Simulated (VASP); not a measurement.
# Ta in VASP: further runs, part 2 of 2

VASP 6.6.1.

**4. Single point, LDA**

Input file INCAR:

```
PREC = Accurate
ENCUT = 520
EDIFF = 1E-7
ISMEAR = -1
SIGMA = 0.01
LREAL = F
LASPH = T
NELM = 100
ALGO = Normal
ISIF = 2
LWAVE = F
LCHARG = T
LELF = T
LVHAR = T
NBANDS = 30
```

Input file KPOINTS:

```
Automatic mesh
0
Gamma
  2 2 14
```

Input file POSCAR:

```
Ta
1.0
   22.7091110000      0.2838638875      0.2838638875
    0.2838638875     22.7091110000      0.2838638875
    0.0297160000      0.0297160000      2.3772800000
Ta
4
Direct
    0.3186290000      0.8186290000      0.0000000000
    0.6813710000      0.1813710000      0.0000000000
    0.1813710000      0.3186290000      0.0000000000
    0.8186290000      0.6813710000      0.0000000000
```

Potentials or basis: VASP PAW LDA potentials, release 64 (Ta_pv).

On the command line:

```sh
cat potpaw_LDA.64/Ta_pv/POTCAR > POTCAR
mpirun -np 1 vasp_std > vasp.out
```

OUTCAR:

```text
PREC = Accurate
   ENCUT = 520
   EDIFF = 1E-7
   ISMEAR = -1
   LREAL = F
   LASPH = T
   NELM = 100
   ISIF = 2

 ion  position               nearest neighbor table
   1  0.319  0.819  0.000-
   2  0.681  0.181  0.000-
   3  0.181  0.319  0.000-
   4  0.819  0.681  0.000-

  LATTYP: Found a base centered monoclinic cell.
 ALAT       =    32.5219326483
 B/A-ratio  =     0.9751600235
 C/A-ratio  =     0.0731091675
 COS(beta)  =    -0.0351262540

  Lattice vectors:

 A1 = ( -22.7091110000,  -0.2838638875,  -0.2838638875)
 A2 = (  -0.2838638875, -22.7091110000,  -0.2838638875)
 A3 = (   0.0297160000,   0.0297160000,   2.3772800000)

Analysis of symmetry for initial positions (statically):
=====================================================================
 Subroutine PRICEL returns:
 Original cell was already a primitive cell.

 Routine SETGRP: Setting up the symmetry group for a
 base centered monoclinic supercell.

 Subroutine GETGRP returns: Found  4 space group operations
 (whereof  2 operations were pure point group operations)
 out of a pool of  4 trial point group operations.

The static configuration has the point symmetry S_2 .
 The point group associated with its full space group is C_2h.

Analysis of symmetry for dynamics (positions and initial velocities):
=====================================================================
 Subroutine PRICEL returns:
 Original cell was already a primitive cell.

 Routine SETGRP: Setting up the symmetry group for a
 base centered monoclinic supercell.

 Subroutine GETGRP returns: Found  4 space group operations
 (whereof  2 operations were pure point group operations)
 out of a pool of  4 trial point group operations.

The dynamic configuration has the point symmetry S_2 .
 The point group associated with its full space group is C_2h.

 Subroutine INISYM returns: Found  4 space group operations
 (whereof  2 operations are pure point group operations),
 and found     1 'primitive' translations

----------------------------------------------------------------------------------------

                                     Primitive cell

  volume of cell :    1225.4023

  direct lattice vectors                    reciprocal lattice vectors
    22.709111000  0.283863888  0.283863888     0.044048785 -0.000543812 -0.000543812
     0.283863888 22.709111000  0.283863888    -0.000543812  0.044048785 -0.000543812
     0.029716000  0.029716000  2.377280000    -0.005194799 -0.005194799  0.420778679

  length of vectors
    22.712659021 22.712659021  2.377651421     0.044055498  0.044055498  0.420842807

  position of ions in fractional coordinates (direct lattice)
     0.318629000  0.818629000  1.000000000
     0.681371000  0.181371000  1.000000000
     0.181371000  0.318629000  1.000000000
     0.818629000  0.681371000  1.000000000

  ion indices of the primitive-cell ions
   primitive index   ion index
                 1           1
                 2           2
                 3           3
                 4           4

----------------------------------------------------------------------------------------

 KPOINTS: Automatic mesh

Automatic generation of k-mesh.
 Grid dimensions read from file:
 generate k-points for:    2    2   14

 Generating k-lattice:

  Cartesian coordinates                     Fractional coordinates (reciprocal lattice)
     0.022024392 -0.000271906 -0.000271906     0.500000000 -0.000000000  0.000000000
    -0.000271906  0.022024392 -0.000271906    -0.000000000  0.500000000  0.000000000
    -0.000371057 -0.000371057  0.030055620     0.000000000  0.000000000  0.071428571

  Length of vectors
     0.022027749  0.022027749  0.030060201

  Shift w.r.t. Gamma in fractional coordinates (k-lattice)
     0.000000000  0.000000000  0.000000000

 Subroutine IBZKPT returns following result:
 ===========================================

 Found     24 irreducible k-points:

 Following reciprocal coordinates:
            Coordinates               Weight
  0.000000  0.000000  0.000000      1.000000
  0.500000  0.000000  0.000000      2.000000
  0.500000  0.500000  0.000000      1.000000
  0.000000  0.000000  0.071429      2.000000
  0.500000  0.000000  0.071429      4.000000
  0.500000  0.500000  0.071429      2.000000
[... 16 lines left out ...]
  0.500000  0.000000  0.500000      2.000000
  0.500000  0.500000  0.500000      1.000000
   k-points           NKPTS =     24   k-points in BZ     NKDIM =     24   number of bands    NBANDS=     30
   number of dos      NEDOS =    301   number of ions     NIONS =      4
   total plane-waves  NPLWV = 583200
   dimension x,y,z NGX =   180 NGY =  180 NGZ =   18
   dimension x,y,z NGXF=   360 NGYF=  360 NGZF=   36
   ions per type =               4
   NGX,Y,Z   is equivalent  to a cutoff of  13.18, 13.18, 12.59 a.u.
   NGXF,Y,Z  is equivalent  to a cutoff of  26.35, 26.35, 25.17 a.u.
 SYSTEM =  unknown system
   PREC   = accura    normal or accurate (medium, high low for compatibility)
   ISTART =      0    job   : 0-new  1-cont  2-samecut
   ICHARG =      2    charge: 1-file 2-atom 10-const
   ISPIN  =      1    spin polarized calculation?
   LNONCOLLINEAR =      F non collinear calculations
   LSORBIT =      F    spin-orbit coupling
   LASPH  =      T    aspherical Exc in radial PAW
   ENCUT  =  520.0 eV  38.22 Ry    6.18 a.u.  42.23 42.23  4.42*2*pi/ulx,y,z
   NELM   =    100;   NELMIN=  2; NELMDL= -5     # of ELM steps
   EDIFF  = 0.1E-06   stopping-criterion for ELM
   LREAL  =      F    real-space projection
   EDIFFG = 0.1E-05   stopping-criterion for IOM
   NSW    =      0    number of steps for IOM
   IBRION =     -1    ionic relax: 0-MD 1-quasi-New 2-CG
   NFREE  =      0    steps in history (QN), initial steepest desc. (CG)
   ISIF   =      2    stress and relaxation
   ISYM   =      2    0-nonsym 1-usesym 2-fastsym
   POTIM  = 0.5000    time-step for ionic-motion
   TEBEG  =    0.0;   TEEND  =   0.0 temperature during run
   PSTRESS=    0.0 pullay stress
   NELECT =      44.0000    total number of electrons
   NUPDOWN=      -1.0000    fix difference up-down
   EMIN   =  10.00;   EMAX   =-10.00  energy-range for DOS
   EFERMI =   0.00;   METHOD = LEGACY
   ISMEAR =    -1;   SIGMA  =   0.01  broadening in eV -4-tet -1-fermi 0-gaus
   EFERMI_NEDOS =   21; number of points for ismear=-14 and -15
   IALGO  =     38    algorithm
   IMIX   =      4    mixing-type and parameters
     AMIX     =   0.40;   BMIX     =  1.00
     AMIX_MAG =   1.60;   BMIX_MAG =  1.00
  volume/ion in A,a.u.               =     306.35      2067.36
  Fermi-wavevector in a.u.,A,eV,Ry     =   0.540090  1.020622  3.968782  0.291697
  Thomas-Fermi vector in A             =   1.567065
   LORBIT       =      0    0 simple, 1 ext, 2 COOP (PROOUT), +10 PAW based schemes
   GGA     = CA    functional components
   LHFCALC =     F    Hartree Fock is set to
   AEXX    =    0.0000 exact exchange contribution
   IVDW    =     0    specifies the selected vdW correction
   LEPSILON=     F    determine dielectric tensor
   LRPA    =     F    only Hartree local field effects (RPA)
 non-spin polarized calculation
  energy-cutoff  :      520.00
  volume of cell :     1225.40
 maximum number of plane-waves:     33213
 NGX is ok and might be reduce to   180
   NGX = 85   NGY = 85   NGZ =  9

 number of electron      43.9999997 magnetization

 Free energy of the ion-electron system (eV)
  ---------------------------------------------------
  ext. energy  EPLUGINS =         0.00000000
  ---------------------------------------------------
  free energy    TOTEN  =       -28.88486524 eV

  energy without entropy =      -28.87201204  energy(sigma->0) =      -28.87843864

 E-fermi :  -3.6686     XC(G=0):  -1.9286

 val. band max:       -3.9303820792   @ k =   0.0000   0.0000   0.0714
 cond. band min:      -3.6577576239   @ k =   0.5000   0.0000   0.1429
 fundamental gap:      0.2726244553
 Fermi energy:        -3.6686160937

 k-point     1 :       0.0000    0.0000    0.0000
  band No.  band energies     occupation
      1     -38.3807      2.00000
      2     -38.3807      2.00000
      3     -38.3807      2.00000
      4     -38.3807      2.00000
      5     -38.3807      2.00000
      6     -38.3807      2.00000
[... 781 lines left out ...]
     29      -1.5521      0.00000
     30      -1.5521      0.00000

------------------------ aborting loop because EDIFF is reached ----------------------------------------

  FORCE on cell =-STRESS in cart. coord.  units (eV):
  Direction    XX          YY          ZZ          XY          YZ          ZX
  --------------------------------------------------------------------------------------
  -------------------------------------------------------------------------------------
  Total       -0.0219969     -0.0219969     -6.0487815     -0.0008584     -0.0753292     -0.0753284
  in kB       -0.0287603     -0.0287603     -7.9086035     -0.0011224     -0.0984908     -0.0984897
  external PRESSURE =      -2.6553747 kB  Pullay stress =       0.0000000 kB

 VOLUME and BASIS-vectors are now :
 -----------------------------------------------------------------------------
  energy-cutoff  :      520.00
  volume of cell :     1225.40
      direct lattice vectors                 reciprocal lattice vectors
    22.709111000  0.283863888  0.283863888     0.044048785 -0.000543812 -0.000543812
     0.283863888 22.709111000  0.283863888    -0.000543812  0.044048785 -0.000543812
     0.029716000  0.029716000  2.377280000    -0.005194799 -0.005194799  0.420778679

 POSITION                                       TOTAL-FORCE (eV/Angst)
 -----------------------------------------------------------------------------------
      7.46816     18.68078      0.32283        -0.000172     -0.000172     -0.000023
     15.52481      4.31219      0.24490         0.000172      0.000172      0.000023
      4.20922      7.28727      0.14193         0.000028     -0.000028     -0.000000
     18.78375     15.70571      0.42580        -0.000028      0.000028     -0.000000
 -----------------------------------------------------------------------------------
    total drift:                               -0.000000      0.000000      0.000000

  FREE ENERGIE OF THE ION-ELECTRON SYSTEM (eV)
  ---------------------------------------------------
  free  energy   TOTEN  =       -28.8848652443 eV

  energy  without entropy=      -28.8720120430  energy(sigma->0) =      -28.87843864
```

OSZICAR:

```text
N       E                     dE             d eps       ncg     rms          rms(c)
DAV:   1     0.216510984339E+03    0.21651E+03   -0.20319E+04  2160   0.968E+02
DAV:   2     0.407978056367E+01   -0.21243E+03   -0.19924E+03  1990   0.198E+02
DAV:   3    -0.271477187370E+02   -0.31227E+02   -0.26785E+02  2032   0.431E+01
[... 20 lines left out ...]
DAV:  24    -0.288848624802E+02   -0.71309E-05   -0.39547E-07  1326   0.111E-03    0.258E-03
DAV:  25    -0.288848642317E+02   -0.17514E-05   -0.17007E-07  1218   0.599E-04    0.354E-04
DAV:  26    -0.288848649494E+02   -0.71777E-06   -0.52642E-08  1144   0.480E-04    0.105E-04
DAV:  27    -0.288848651926E+02   -0.24315E-06   -0.35050E-08  1082   0.461E-04    0.439E-04
DAV:  28    -0.288848652443E+02   -0.51727E-07   -0.44432E-08  1072   0.306E-04
   1 F= -.28884865E+02 E0= -.28878439E+02  d E =-.128532E-01
```

Run time: 44 min. Hardware: 1 thread of Oxide Virtual Turin-like, shared host; peak memory 1.1 GiB.

What came out:

* Free energy: -28.8849 eV
* Band gap on the k mesh: zero (bands 22 and 23 overlap by 2.61 eV)

Levels at points of the mesh, in eV from the Fermi level:
```tsv
k point	band 16	band 17	band 18	band 19	band 20	band 21	band 22	band 23	band 24	band 25
(0.00, 0.00, 0.00)	-4.44	-1.89	-1.89	-1.89	-1.89	-0.36	-0.36	-0.36	-0.36	-0.36
(0.50, 0.00, 0.00)	-4.44	-1.89	-1.89	-1.89	-1.89	-0.36	-0.36	-0.36	-0.36	-0.36
(0.50, 0.50, 0.00)	-4.44	-1.89	-1.89	-1.89	-1.89	-0.36	-0.36	-0.36	-0.36	-0.36
(0.00, 0.00, 0.50)	-2.52	-2.52	-2.52	-2.52	-2.52	2.10	2.10	2.10	2.10	2.12
(0.50, 0.00, 0.50)	-2.52	-2.52	-2.52	-2.52	-2.52	2.10	2.10	2.10	2.10	2.12
(0.50, 0.50, 0.50)	-2.52	-2.52	-2.52	-2.52	-2.52	2.10	2.10	2.10	2.10	2.12
```

Caveat: spin-orbit coupling is left out, which moves the levels of the heavy elements.

**5. Overview**

```csv
cell,gap on the mesh (eV)
"a = 22.723, b = 22.723, c = 2.379 Å, angles 87.1°, 4 atoms",none
"a = 22.713, b = 22.713, c = 2.378 Å, angles 91.4°, 4 atoms",none
"a = 22.713, b = 22.713, c = 2.378 Å, angles 88.6°, 4 atoms",none
```

Alike in all rows: task single point; level LDA; potentials or basis VASP PAW LDA potentials, release 64 (Ta_pv); no spin polarisation; k mesh 2 × 2 × 14; cutoff (eV) 520; smearing fermi-dirac 0.01 eV.

Caveats: spin-orbit coupling is left out, which moves the levels of the heavy elements.

Total energies depend on the potentials used, so only differences within one code and one set of settings carry meaning.
